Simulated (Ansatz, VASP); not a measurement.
**BAs: VASP beside Ansatz**

Contents of INCAR:

```
SYSTEM = BAs
  ALGO = Normal
  EDIFF = 1E-6
  ENCUT = 500
  GGA_COMPAT = .FALSE.
  ISIF = 2
  ISMEAR = 0
  LASPH = .TRUE.
  LCHARG = .FALSE.
  LREAL = .FALSE.
  LWAVE = .FALSE.
  NBANDS = 11
  NELM = 120
  PREC = Accurate
  SIGMA = 0.01
```

Contents of KPOINTS:

```
k-points
0
G
  8 8 8
  0 0 0
```

Contents of POSCAR:

```
BAs
1.0
    0.0000000000      2.3659881175      2.3659881175
    2.3659881175      0.0000000000      2.3659881175
    2.3659881175      2.3659881175      0.0000000000
B As
1 1
Direct
    0.0000000000      0.0000000000      0.0000000000
    0.2500000000      0.2500000000      0.2500000000
```

Input for Ansatz:

```yaml
crystal:
  lattice:
    - [0.0, 2.3659881175, 2.3659881175]
    - [2.3659881175, 0.0, 2.3659881175]
    - [2.3659881175, 2.3659881175, 0.0]
  atoms:
    - { symbol: B, position: [0.0, 0.0, 0.0] }
    - { symbol: As, position: [0.25, 0.25, 0.25] }
basis:
  ecutwfc: 420
kpoints:
  mp_grid: { grid: [8, 8, 8] }
  band_path:
    path:
      - [0.0, 0.0, 0.0]
      - [0.0, 0.0, 0.0]
      - [0.4012824825, 0.4012824825, 0.0]
      - [0.5, 0.5, 0.5]
      - [0.0045187045, 0.0045187045, 0.0]
      - [-0.0045187045, -0.0045187045, 0.0]
      - [0.0052177505, 0.0052177505, 0.0052177505]
      - [-0.0052177505, -0.0052177505, -0.0052177505]
      - [0.0045187045, 0.0045187045, 0.0]
      - [-0.0045187045, -0.0045187045, 0.0]
      - [0.4058011869, 0.4058011869, 0.0]
      - [0.396763778, 0.396763778, 0.0]
      - [0.4012824825, 0.4058011869, 0.0045187045]
      - [0.4012824825, 0.396763778, -0.0045187045]
      - [0.5052177505, 0.5052177505, 0.5052177505]
      - [0.4947822495, 0.4947822495, 0.4947822495]
      - [0.4968047934, 0.5031952066, 0.5]
      - [0.5031952066, 0.4968047934, 0.5]
    npoints: 1
hamiltonian:
  xc: lda
  pseudopotentials: { kind: paw, azcp: { folder: soft_1 } }
scf:
  occupations: { method: fixed }
  n_extra_bands: 5
output:
  forces: true
  stress: true
  eigenvalues: true
```

Alike in both runs: task single point; functional LDA; k mesh 8 × 8 × 8; no spin polarisation.

```csv
,VASP,Ansatz
version,VASP 6.6.1,Ansatz 0.2.0
potentials or method,"VASP PAW LDA potentials, release 64 (B, As), cutoff 500 eV","scalar-relativistic, plane waves, PAW"
occupations,"gaussian, width 0.01 eV",fixed
valence electrons in the cell,8,18
```

|  | VASP | Ansatz | Ansatz less VASP |
| --- | --- | --- | --- |
| gap on the k mesh at the Fermi level (eV) | 1.11 | 1.12 | +0.009 |
| least direct gap on the mesh (eV) | 3.29 | 3.29 | +0.003 |
| pressure (GPa) | 1.0 | 0.0 | -1.00 |

Ansatz warns that its potentials were made for another functional, while VASP's fit it. LDA's correlation is that of Perdew and Zunger in VASP and of Perdew and Wang (1992) in Ansatz. VASP's potentials hold 8 valence electrons a cell and Ansatz's 18, so a difference there can come from the potentials and not from the codes.
